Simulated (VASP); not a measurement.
Here is a VASP 6.6.1 calculation.

File INCAR:

```
  PREC = Accurate
  ENCUT = 600
  EDIFF = 1E-7
  ISMEAR = 0
  SIGMA = 0.1
  LREAL = False
  LASPH = True
  NELM = 100
  ALGO = Normal
  ISIF = 3
  LWAVE = False
  LCHARG = False
  GGA = PE
  IBRION = 2
  NSW = 90
  EDIFFG = -0.04
```

Contents of KPOINTS:

```
Automatic mesh
0
Gamma
  4 4 4
```

POSCAR

```
CaH8
1.0
    0.0000000000      3.2674512400      3.2674512400
    3.2674512400      0.0000000000      3.2674512400
    3.2674512400      3.2674512400      0.0000000000
Ca H
1 8
Direct
    0.5000000000      0.5000000000      0.5000000000
    0.6640921800      0.6640921800      0.6640921800
    0.6640921800      0.6640921800      0.0077234500
    0.6640921800      0.0077234500      0.6640921800
    0.0077234500      0.6640921800      0.6640921800
    0.3359078200      0.3359078200      0.9922765500
    0.3359078200      0.3359078200      0.3359078200
    0.3359078200      0.9922765500      0.3359078200
    0.9922765500      0.3359078200      0.3359078200
```

Potentials or basis: VASP PAW PBE potentials, release 64 (Ca_sv, H).

The run is started by

```bash
$ cat potpaw_PBE.64/Ca_sv/POTCAR potpaw_PBE.64/H/POTCAR > POTCAR
$ mpirun -np 1 vasp_std > vasp.out
```

(1) Predict the relaxed cell.

(2) Predict the relaxed volume.

(3) Predict the band gap on the k mesh.

## Answers

(1) a = 5.002 Å, b = 5.002 Å, c = 5.002 Å, α = 60.00°, β = 60.00°, γ = 60.00°.

(2) 9.83 Å³/atom.

(3) zero (filled and empty bands touch).

Caveat: the k points lie up to 0.38 Å⁻¹ apart in the final cell; the volume moved by over 15 % at a fixed basis, so the end points are rough.
